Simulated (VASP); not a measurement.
Zr, 1 atom in the cell. It takes space group Im-3m (No. 229, cubic). The conventional cell has a = 3.574 Å, b = 3.574 Å, c = 3.574 Å, α = 90.00°, β = 90.00°, γ = 90.00°. Within 4.1 Å of Zr (site symmetry m-3m) lie 14 Zr at 3.09 to 3.57 Å. 

| Item | Value |
| --- | --- |
| Program | VASP 6.6.1 |
| Task | density of states |
| Functional | PBE |
| Potentials or basis | VASP PAW PBE potentials, release 64 (Zr_sv) |
| Cutoff | 520 eV |
| k mesh | 16 × 16 × 16 |
| Occupations | gaussian, width 0.05 eV |
| Spin | non-collinear spin, zero start, spin-orbit coupling |
| Starting moments | [[0.0, 0.0, 0.0]] μB |
| Dipole correction | no |
| k mesh for the DOS | 24 × 24 × 24 |
| Occupations for the DOS | tetrahedron |
| Further INCAR settings | ALGO = Normal; EDIFF = 1e-06; NBANDS = 23 |

Potentials or basis: VASP PAW PBE potentials, release 64 (Zr_sv).

Launch:

```sh
$ cat potpaw_PBE.64/Zr_sv/POTCAR > POTCAR
$ cp INCAR.step1 INCAR
$ cp KPOINTS.step1 KPOINTS
$ mpirun -np 1 vasp_ncl > vasp.out
$ cp INCAR.step2 INCAR
$ cp KPOINTS.step2 KPOINTS
$ mpirun -np 1 vasp_ncl > vasp.out
```

Hardware: 1 thread of AMD EPYC 7R13 (shared host).

Problem. Estimate the wall time of this run.

Solution. Wall time 4.7 min on 1 thread of AMD EPYC 7R13, with other jobs on the host, peak memory 0.45 GiB. Counts: k points 413.
